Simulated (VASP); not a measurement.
# CO2 (I-42d) in VASP: notebook

The runs below take CO2 through single point, with PBEsol, BLYP.

All numbers are computed with VASP 6.6.1; they aren't measurements. Logs are shortened: lines on timing, memory, paths and dates and some standing lists are left out, and cuts for length are marked.

### Step 1. The cell of the first run

Symmetry: I-42d, No. 122, tetragonal system. Conventional cell: a = 3.949 Å, b = 3.949 Å, c = 6.028 Å, α = 90.00°, β = 90.00°, γ = 90.00°. C (site symmetry -4) has 4 O at 1.40 Å within 1.9 Å. Within 1.9 Å of O (site symmetry 2) lie 2 C at 1.40 Å.

### Step 2. Single point, PBEsol

File INCAR:

```
SYSTEM = CO2
PREC = Accurate
ENCUT = 520
EDIFF = 1E-6
ISMEAR = 0
SIGMA = 0.01
LREAL = .FALSE.
LASPH = .TRUE.
NELM = 80
ALGO = Normal
ISIF = 2
LWAVE = .FALSE.
LCHARG = .TRUE.
GGA = PS
LELF = .TRUE.
LVHAR = .TRUE.
NBANDS = 25
```

File KPOINTS:

```
Automatic mesh
0
G
  6 6 6
  0 0 0
```

File POSCAR:

```
CO2
1.0
    4.1089710000      0.0000000000      0.0000000000
    0.3128408337      4.0970444581      0.0000000000
   -2.2109054553     -2.0485218014      2.7926865517
C O
2 4
Direct
    0.7500000000      0.2500000000      0.5000000000
    0.0000000000      0.0000000000      0.0000000000
    0.7097980000      0.1250000000      0.0847980000
    0.0402020000      0.6250000000      0.9152020000
    0.3750000000      0.2902020000      0.4152020000
    0.8750000000      0.9597980000      0.5847980000
```

Potentials or basis: VASP PAW PBE potentials, release 64 (C, O).

Command:

```console
> cat potpaw_PBE.64/C/POTCAR potpaw_PBE.64/O/POTCAR > POTCAR
> mpirun -np 1 vasp_std > vasp.out
```

OUTCAR:

```text
SYSTEM = CO2
   PREC = Accurate
   ENCUT = 520
   EDIFF = 1E-6
   ISMEAR = 0
   LREAL = .FALSE.
   LASPH = .TRUE.
   NELM = 80
   ISIF = 2
   GGA = PS

 ion  position               nearest neighbor table
   1  0.750  0.250  0.500-   6 1.40   5 1.40   3 1.40   4 1.40
   2  0.000  0.000  0.000-   3 1.40   4 1.40   6 1.40   5 1.40
   3  0.710  0.125  0.085-   2 1.40   1 1.40
   4  0.040  0.625  0.915-   2 1.40   1 1.40
   5  0.375  0.290  0.415-   1 1.40   2 1.40
   6  0.875  0.960  0.585-   1 1.40   2 1.40

  LATTYP: Found a body centered tetragonal cell.
 ALAT       =     3.9494547166
 C/A-ratio  =     1.5263162431

  Lattice vectors:

 A1 = (   4.1089710000,   0.0000000000,   0.0000000000)
 A2 = (   0.3128408337,   4.0970444581,   0.0000000000)
 A3 = (  -2.2109054553,  -2.0485218014,   2.7926865517)

Analysis of symmetry for initial positions (statically):
=====================================================================
 Subroutine PRICEL returns:
 Original cell was already a primitive cell.

 Routine SETGRP: Setting up the symmetry group for a
 body centered tetragonal supercell.

 Subroutine GETGRP returns: Found  8 space group operations
 (whereof  4 operations were pure point group operations)
 out of a pool of 16 trial point group operations.

The static configuration has the point symmetry S_4 .
 The point group associated with its full space group is D_2d.

Analysis of symmetry for dynamics (positions and initial velocities):
=====================================================================
 Subroutine PRICEL returns:
 Original cell was already a primitive cell.

 Routine SETGRP: Setting up the symmetry group for a
 body centered tetragonal supercell.

 Subroutine GETGRP returns: Found  8 space group operations
 (whereof  4 operations were pure point group operations)
 out of a pool of 16 trial point group operations.

The dynamic configuration has the point symmetry S_4 .
 The point group associated with its full space group is D_2d.

 Subroutine INISYM returns: Found  8 space group operations
 (whereof  4 operations are pure point group operations),
 and found     1 'primitive' translations

----------------------------------------------------------------------------------------

                                     Primitive cell

  volume of cell :      47.0139

  direct lattice vectors                    reciprocal lattice vectors
     4.108971000  0.000000000  0.000000000     0.243369934 -0.018583165  0.179039032
     0.312840834  4.097044458  0.000000000     0.000000000  0.244078386  0.179039032
    -2.210905455 -2.048521801  2.792686552     0.000000000  0.000000000  0.358078138

  length of vectors
     4.108971000  4.108971000  4.108971000     0.302703210  0.302703210  0.358078138

  position of ions in fractional coordinates (direct lattice)
     0.750000000  0.250000000  0.500000000
     0.000000000  0.000000000  0.000000000
     0.709798000  0.125000000  0.084798000
     0.040202000  0.625000000  0.915202000
     0.375000000  0.290202000  0.415202000
     0.875000000  0.959798000  0.584798000

  ion indices of the primitive-cell ions
   primitive index   ion index
                 1           1
                 2           2
                 3           3
                 4           4
                 5           5
                 6           6

----------------------------------------------------------------------------------------

 KPOINTS: Automatic mesh

Automatic generation of k-mesh.
 Grid dimensions read from file:
 generate k-points for:    6    6    6

 Generating k-lattice:

  Cartesian coordinates                     Fractional coordinates (reciprocal lattice)
     0.040561656 -0.003097194  0.029839839     0.166666667  0.000000000 -0.000000000
     0.000000000  0.040679731  0.029839839     0.000000000  0.166666667  0.000000000
     0.000000000  0.000000000  0.059679690     0.000000000  0.000000000  0.166666667

  Length of vectors
     0.050450535  0.050450535  0.059679690

  Shift w.r.t. Gamma in fractional coordinates (k-lattice)
     0.000000000  0.000000000  0.000000000

 Subroutine IBZKPT returns following result:
 ===========================================

 Found     30 irreducible k-points:

 Following reciprocal coordinates:
            Coordinates               Weight
  0.000000  0.000000  0.000000      1.000000
  0.166667  0.000000 -0.000000      8.000000
  0.333333  0.000000  0.000000      8.000000
  0.500000  0.000000 -0.000000      4.000000
  0.166667  0.166667  0.000000      8.000000
  0.333333  0.166667  0.000000     16.000000
[... 16 lines left out ...]
 -0.333333 -0.333333  0.166667      8.000000
 -0.166667 -0.333333  0.166667      8.000000
 [... further k-points ...]
   k-points           NKPTS =     30   k-points in BZ     NKDIM =     30   number of bands    NBANDS=     25
   number of dos      NEDOS =    301   number of ions     NIONS =      6
   total plane-waves  NPLWV =  32768
   dimension x,y,z NGX =    32 NGY =   32 NGZ =   32
   dimension x,y,z NGXF=    64 NGYF=   64 NGZF=   64
   ions per type =               2   4
   NGX,Y,Z   is equivalent  to a cutoff of  12.95, 12.95, 12.95 a.u.
   NGXF,Y,Z  is equivalent  to a cutoff of  25.89, 25.89, 25.89 a.u.
 SYSTEM =  CO2
   PREC   = accura    normal or accurate (medium, high low for compatibility)
   ISTART =      0    job   : 0-new  1-cont  2-samecut
   ICHARG =      2    charge: 1-file 2-atom 10-const
   ISPIN  =      1    spin polarized calculation?
   LNONCOLLINEAR =      F non collinear calculations
   LSORBIT =      F    spin-orbit coupling
   LASPH  =      T    aspherical Exc in radial PAW
   ENCUT  =  520.0 eV  38.22 Ry    6.18 a.u.   7.64  7.64  7.64*2*pi/ulx,y,z
   NELM   =     80;   NELMIN=  2; NELMDL= -5     # of ELM steps
   EDIFF  = 0.1E-05   stopping-criterion for ELM
   LREAL  =      F    real-space projection
   EDIFFG = 0.1E-04   stopping-criterion for IOM
   NSW    =      0    number of steps for IOM
   IBRION =     -1    ionic relax: 0-MD 1-quasi-New 2-CG
   NFREE  =      0    steps in history (QN), initial steepest desc. (CG)
   ISIF   =      2    stress and relaxation
   ISYM   =      2    0-nonsym 1-usesym 2-fastsym
   POTIM  = 0.5000    time-step for ionic-motion
   TEBEG  =    0.0;   TEEND  =   0.0 temperature during run
   PSTRESS=    0.0 pullay stress
   NELECT =      32.0000    total number of electrons
   NUPDOWN=      -1.0000    fix difference up-down
   EMIN   =  10.00;   EMAX   =-10.00  energy-range for DOS
   EFERMI =   0.00;   METHOD = LEGACY
   ISMEAR =     0;   SIGMA  =   0.01  broadening in eV -4-tet -1-fermi 0-gaus
   EFERMI_NEDOS =   21; number of points for ismear=-14 and -15
   IALGO  =     38    algorithm
   IMIX   =      4    mixing-type and parameters
     AMIX     =   0.40;   BMIX     =  1.00
     AMIX_MAG =   1.60;   BMIX_MAG =  1.00
  volume/ion in A,a.u.               =       7.84        52.88
  Fermi-wavevector in a.u.,A,eV,Ry     =   1.440067  2.721333 28.215685  2.073794
  Thomas-Fermi vector in A             =   2.558853
   LORBIT       =      0    0 simple, 1 ext, 2 COOP (PROOUT), +10 PAW based schemes
   GGA     = PS    functional components
   LHFCALC =     F    Hartree Fock is set to
   AEXX    =    0.0000 exact exchange contribution
   IVDW    =     0    specifies the selected vdW correction
   LEPSILON=     F    determine dielectric tensor
   LRPA    =     F    only Hartree local field effects (RPA)
 non-spin polarized calculation
 Gauss-broadening in eV      SIGMA  =   0.01
  energy-cutoff  :      520.00
  volume of cell :       47.01
 maximum number of plane-waves:      1307
 NGX is ok and might be reduce to    32
   NGX = 15   NGY = 15   NGZ = 15

 number of electron      32.0000003 magnetization

 Free energy of the ion-electron system (eV)
  ---------------------------------------------------
  ext. energy  EPLUGINS =         0.00000000
  ---------------------------------------------------
  free energy    TOTEN  =       -46.09521155 eV

  energy without entropy =      -46.09521155  energy(sigma->0) =      -46.09521155

 E-fermi :   2.1870     XC(G=0): -11.3354

 val. band max:        2.0724393277   @ k =   0.5000   0.0000  -0.0000
 cond. band min:       9.5989264232   @ k =   0.0000   0.0000   0.0000
 fundamental gap:      7.5264870954
 Fermi energy:         2.1870402409

 k-point     1 :       0.0000    0.0000    0.0000
  band No.  band energies     occupation
      1     -21.8682      2.00000
      2     -16.7650      2.00000
      3     -16.7650      2.00000
      4     -16.1504      2.00000
      5     -12.5014      2.00000
      6      -7.5847      2.00000
[... 17 lines left out ...]
     24      16.9462      0.00000
     25      16.9462      0.00000

 k-point     2 :       0.1667    0.0000   -0.0000
  band No.  band energies     occupation
      1     -21.6908      2.00000
      2     -17.1973      2.00000
      3     -16.8079      2.00000
      4     -16.3356      2.00000
      5     -11.9637      2.00000
      6      -7.5707      2.00000
[... 17 lines left out ...]
     24      16.8066      0.00000
     25      17.1304      0.00000

 k-point     3 :       0.3333    0.0000    0.0000
  band No.  band energies     occupation
      1     -21.2292      2.00000
      2     -18.1949      2.00000
      3     -16.8744      2.00000
      4     -16.4887      2.00000
      5     -11.1024      2.00000
      6      -7.5494      2.00000
[... 17 lines left out ...]
     24      16.4212      0.00000
     25      16.9040      0.00000

 k-point     4 :       0.5000    0.0000   -0.0000
  band No.  band energies     occupation
      1     -20.8812      2.00000
      2     -18.7748      2.00000
      3     -16.8977      2.00000
      4     -16.5521      2.00000
      5     -10.7408      2.00000
      6      -7.5075      2.00000
[... 17 lines left out ...]
     24      16.2816      0.00000
     25      16.8804      0.00000

 k-point     5 :       0.1667    0.1667    0.0000
  band No.  band energies     occupation
      1     -21.4122      2.00000
      2     -17.7721      2.00000
      3     -16.8879      2.00000
      4     -16.5221      2.00000
      5     -11.2823      2.00000
      6      -7.7089      2.00000
[... 17 lines left out ...]
     24      16.6771      0.00000
     25      16.9636      0.00000

 k-point     6 :       0.3333    0.1667    0.0000
  band No.  band energies     occupation
      1     -20.9110      2.00000
      2     -18.6574      2.00000
      3     -16.9551      2.00000
      4     -16.6202      2.00000
      5     -10.5707      2.00000
      6      -7.8190      2.00000
[... 17 lines left out ...]
     24      16.4733      0.00000
     25      16.6672      0.00000
[... 393 lines left out ...]
 k-point    21 :      -0.3333    0.5000    0.1667
  band No.  band energies     occupation
      1     -20.3923      2.00000
      2     -19.2926      2.00000
      3     -17.0214      2.00000
      4     -16.8339      2.00000
      5      -9.6704      2.00000
      6      -8.1464      2.00000
[... 17 lines left out ...]
     24      16.3701      0.00000
     25      16.9790      0.00000

 k-point    22 :      -0.1667    0.5000    0.1667
  band No.  band energies     occupation
      1     -20.7668      2.00000
      2     -18.8559      2.00000
      3     -16.9571      2.00000
      4     -16.7411      2.00000
      5     -10.2586      2.00000
      6      -7.4924      2.00000
[... 17 lines left out ...]
     24      16.2638      0.00000
     25      16.6368      0.00000

 k-point    23 :      -0.3333   -0.3333    0.1667
  band No.  band energies     occupation
      1     -20.7974      2.00000
      2     -18.7497      2.00000
      3     -17.0004      2.00000
      4     -16.8412      2.00000
      5     -10.0008      2.00000
      6      -7.6686      2.00000
[... 17 lines left out ...]
     24      16.3086      0.00000
     25      16.3996      0.00000

 k-point    24 :      -0.1667   -0.3333    0.1667
  band No.  band energies     occupation
      1     -21.2505      2.00000
      2     -18.0115      2.00000
      3     -16.9001      2.00000
      4     -16.7759      2.00000
      5     -10.7574      2.00000
      6      -7.3198      2.00000
[... 17 lines left out ...]
     24      16.3862      0.00000
     25      16.5882      0.00000

 [... further k-points ...]
[... 5 lines left out ...]
  --------------------------------------------------------------------------------------
  -------------------------------------------------------------------------------------
  Total       -1.5465706     -1.5081725     -1.2752042     -0.2514360     -0.0000002     -0.0000002
  in kB      -52.7053116    -51.3967481    -43.4574645     -8.5686430     -0.0000067     -0.0000072
  external PRESSURE =     -49.1865080 kB  Pullay stress =       0.0000000 kB

 VOLUME and BASIS-vectors are now :
 -----------------------------------------------------------------------------
  energy-cutoff  :      520.00
  volume of cell :       47.01
      direct lattice vectors                 reciprocal lattice vectors
     4.108971000  0.000000000  0.000000000     0.243369934 -0.018583165  0.179039032
     0.312840834  4.097044458  0.000000000     0.000000000  0.244078386  0.179039032
    -2.210905455 -2.048521801  2.792686552     0.000000000  0.000000000  0.358078138

 POSITION                                       TOTAL-FORCE (eV/Angst)
 -----------------------------------------------------------------------------------
      2.05449      0.00000      1.39634         0.000000      0.000000      0.000000
      0.00000      0.00000      0.00000         0.000000      0.000000     -0.000000
      2.76816      0.33842      0.23681         0.057742     -0.062319      0.084958
     -1.66271      0.68584      2.55587        -0.057742      0.062319     -0.084958
      0.71368      0.33842      1.15953         0.057742     -0.062319     -0.084958
      2.60268      2.73436      1.63316        -0.057742      0.062319      0.084958
 -----------------------------------------------------------------------------------
    total drift:                               -0.000027     -0.000025     -0.000035

  FREE ENERGIE OF THE ION-ELECTRON SYSTEM (eV)
  ---------------------------------------------------
  free  energy   TOTEN  =       -46.0952115525 eV

  energy  without entropy=      -46.0952115525  energy(sigma->0) =      -46.09521155
```

Run time: 56 s. Hardware: 1 thread of AMD EPYC 7R43 (Zen 3), shared host; peak memory 0.14 GiB.

What came out:

* Free energy: -46.0952 eV
* Pressure: -4.9 GPa
* Largest force: 0.120 eV/Å
* Band gap on the k mesh: 7.53 eV, indirect (least direct gap 8.00 eV)

Forces in eV/Å, atoms in the order of the input:
```
C    0.000  0.000  0.000
C    0.000  0.000  0.000
O    0.058 -0.062  0.085
O   -0.058  0.062 -0.085
O    0.058 -0.062 -0.085
O   -0.058  0.062  0.085
```

Stress tensor (GPa, compression positive):
```
-5.27 -0.86  0.00
-0.86 -5.14  0.00
 0.00  0.00 -4.35
```

Levels at points of the mesh, in eV from the valence-band top:
```tsv
k point	band 13	band 14	band 15	band 16	band 17	band 18	band 19	band 20
(0.00, 0.00, 0.00)	-1.18	-0.88	-0.88	-0.48	7.53	9.01	9.11	9.11
(0.50, 0.00, 0.00)	-1.71	-1.37	-0.41	0.00	8.08	9.35	9.52	10.14
(0.50, 0.50, 0.00)	-0.64	-0.64	-0.50	-0.50	8.74	8.74	9.80	9.80
(0.50, 0.50, 0.50)	-2.85	-2.85	0.00	0.00	8.72	8.72	10.55	10.55
```

Caveat: the PAW data sets were made with another functional, which shifts forces and pressure a little.

### Step 3. Single point, BLYP

File INCAR:

```
SYSTEM = CO2
AGGAC = 1.0 ; AGGAX = 1.0
ALDAC = 0.0 ; ALDAX = 1.0
ALGO = Normal ; EDIFF = 1E-6
ENCUT = 910 ; GGA = B5
GGA_COMPAT = .FALSE. ; ISIF = 2
ISMEAR = 0 ; LASPH = .TRUE.
LCHARG = .FALSE. ; LREAL = .FALSE.
LWAVE = .FALSE. ; NBANDS = 25
NELM = 120 ; PREC = Accurate
SIGMA = 0.01
```

File KPOINTS:

```
k-points
0
G
  6 6 6
  0 0 0
```

POSCAR is that of step 2.

Potentials or basis: VASP PAW PBE potentials, release 64 (C_h, O_h).

Command:

```console
> cat potpaw_PBE.64/C_h/POTCAR potpaw_PBE.64/O_h/POTCAR > POTCAR
> mpirun -np 1 vasp_std > vasp.out
```

Wall time 84 s (1 thread of Intel Xeon Platinum 8488C (Sapphire Rapids), shared host); peak memory 0.25 GiB.

The run converged. Its results:

```yaml
Free_energy: -40.8931 eV
Pressure: 4.5 GPa
Largest_force: 0.175 eV/Å
Band_gap_on_the_k_mesh: 7.78 eV, indirect (least direct gap 8.21 eV)
```

Forces on the atoms (eV/Å):
```
C    0.000  0.000  0.000
C    0.000  0.000  0.000
O   -0.084  0.091 -0.124
O    0.084 -0.091  0.124
O   -0.084  0.091  0.124
O    0.084 -0.091 -0.124
```

Stress tensor (GPa, compression positive):
```
 4.21 -0.74  0.00
-0.74  4.32  0.00
 0.00  0.00  5.01
```

Levels at points of the mesh, in eV from the valence-band top:
| k point | band 12 | band 13 | band 14 | band 15 | band 16 | band 17 | band 18 | band 19 | band 20 | band 21 |
| --- | --- | --- | --- | --- | --- | --- | --- | --- | --- | --- |
| (0.00, 0.00, 0.00) | -1.17 | -1.17 | -0.84 | -0.84 | -0.44 | 7.78 | 9.18 | 9.21 | 9.21 | 12.26 |
| (0.50, 0.00, 0.00) | -2.22 | -1.65 | -1.31 | -0.38 | -0.01 | 8.26 | 9.45 | 9.66 | 10.29 | 12.40 |
| (0.50, 0.50, 0.00) | -2.59 | -0.61 | -0.61 | -0.50 | -0.50 | 8.89 | 8.89 | 9.93 | 9.93 | 11.75 |
| (0.50, 0.50, 0.50) | -3.01 | -2.77 | -2.77 | 0.00 | 0.00 | 8.91 | 8.91 | 10.62 | 10.62 | 11.45 |

Caveat: the cutoff is under 1.25 times the usual one of these potentials, so pressure, stress and relaxed cells hold a basis-set (Pulay) error; the PAW data sets were made with another functional, which shifts forces and pressure a little. A k mesh can miss the band edges.
